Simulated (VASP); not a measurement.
TiC: single point with LDA

TiC:

```
CELL_PARAMETERS angstrom
0.00000 2.13048 2.13048
2.13048 0.00000 2.13048
2.13048 2.13048 0.00000
ATOMIC_POSITIONS crystal
Ti 0.00000 0.00000 0.00000
C 0.50000 0.50000 0.50000
```

* Program: VASP 6.6.1
* Task: single point
* Functional: LDA
* Potentials or basis: VASP PAW LDA potentials, release 64 (Ti_sv, C)
* Cutoff: 520 eV
* k mesh: 12 × 12 × 12
* Occupations: fermi-dirac, width 0.1 eV
* Spin: no spin polarisation
* Dipole correction: no
* Further INCAR settings: ALGO = Normal; EDIFF = 1e-07; NBANDS = 15

```json
{
 "Pressure": "0.7 GPa",
 "Band gap on the k mesh": "zero (band 8 reaches 10.47 eV, above the bottom of band 9 at 9.41 eV)"
}
```

Levels at points of the mesh, in eV from the Fermi level:
```tsv
k point	band 6	band 7	band 8	band 9	band 10	band 11
(0.00, 0.00, 0.00)	0.65	0.65	0.65	1.75	1.75	1.75
(0.50, 0.00, 0.00)	-6.05	-3.06	-3.06	3.07	3.07	4.35
(0.50, 0.50, 0.00)	-3.40	-1.82	0.04	0.04	2.90	3.72
```

Wall time 14 s on 1 thread of Intel(R) Xeon(R) Platinum 8488C (Sapphire Rapids) (shared host), peak memory 0.14 GiB.
